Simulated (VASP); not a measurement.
Set up this calculation in VASP 6.6.1, as the native input.

* Task: single point
* Functional: r2SCAN
* Dispersion: rVV10
* Potentials or basis: VASP PAW PBE potentials, release 64 (Ba_sv, Te, H)
* Cutoff: 520 eV
* k mesh: 6 × 6 × 6
* Occupations: fermi-dirac, width 0.03 eV
* Spin: no spin polarisation
* Dipole correction: no
* Further INCAR settings: ALGO = Normal; EDIFF = 1e-06; NBANDS = 21

BaTeH6:

```
Ba Te H
1.0
     3.54501    2.04671    2.55040
    -3.54501    2.04671    2.55040
     0.00000   -4.09342    2.55040
Ba Te H
1 1 6
Direct
  0.00000 0.00000 0.00000
  0.50000 0.50000 0.50000
  0.54671 0.21764 0.19407
  0.21764 0.19407 0.54671
  0.80593 0.45329 0.78236
  0.78236 0.80593 0.45329
  0.45329 0.78236 0.80593
  0.19407 0.54671 0.21764
```

One way to write it, as run:

POSCAR

```
BaTeH6
1.0
    3.5450075009      2.0467110350      2.5503966790
   -3.5450075009      2.0467110350      2.5503966790
    0.0000000000     -4.0934220699      2.5503966790
Ba Te H
1 1 6
Direct
    0.0000000000      0.0000000000      0.0000000000
    0.5000000000      0.5000000000      0.5000000000
    0.5467119863      0.2176407787      0.1940704033
    0.2176407787      0.1940704033      0.5467119863
    0.8059295967      0.4532880137      0.7823592213
    0.7823592213      0.8059295967      0.4532880137
    0.4532880137      0.7823592213      0.8059295967
    0.1940704033      0.5467119863      0.2176407787
```

INCAR.step1

```
SYSTEM = BaTeH6
  PREC = Accurate
  ENCUT = 520
  ISMEAR = -1
  SIGMA = 0.03
  LREAL = .FALSE.
  LASPH = .TRUE.
  NELM = 80
  NBANDS = 21
  GGA = PE
  ALGO = Normal
  EDIFF = 1E-4
  LWAVE = .TRUE.
  LCHARG = .FALSE.
```

INCAR.step2

```
SYSTEM = BaTeH6
  PREC = Accurate
  ENCUT = 520
  EDIFF = 1E-6
  ISMEAR = -1
  SIGMA = 0.03
  LREAL = .FALSE.
  LASPH = .TRUE.
  NELM = 80
  ALGO = Normal
  ISIF = 2
  LWAVE = .FALSE.
  LCHARG = .FALSE.
  METAGGA = R2SCAN
  LMIXTAU = .TRUE.
  LUSE_VDW = .TRUE.
  IVDW_NL = 2
  BPARAM = 11.95
  CPARAM = 0.0093
  NBANDS = 21
  ISTART = 1
```

KPOINTS

```
regular mesh
0
G
  6 6 6
  0 0 0
```

Potentials or basis: VASP PAW PBE potentials, release 64 (Ba_sv, Te, H).

The run is started by

```console
$ cat potpaw_PBE.64/Ba_sv/POTCAR potpaw_PBE.64/Te/POTCAR potpaw_PBE.64/H/POTCAR > POTCAR
$ cp INCAR.step1 INCAR
$ mpirun -np 1 vasp_std > vasp.out
$ cp INCAR.step2 INCAR
$ mpirun -np 1 vasp_std > vasp.out
```

It gave:

The pressure is 0.3 GPa, the largest force is 0.013 eV/Å and the band gap on the k mesh is 0.32 eV, direct.

Caveat: the PAW data sets were made with another functional, which shifts forces and pressure a little; spin-orbit coupling is left out, which moves the levels of the heavy elements.

It took 2.6 min on 1 thread of Intel(R) Xeon(R) 6975P-C (Granite Rapids) (shared host), peak memory 0.45 GiB.
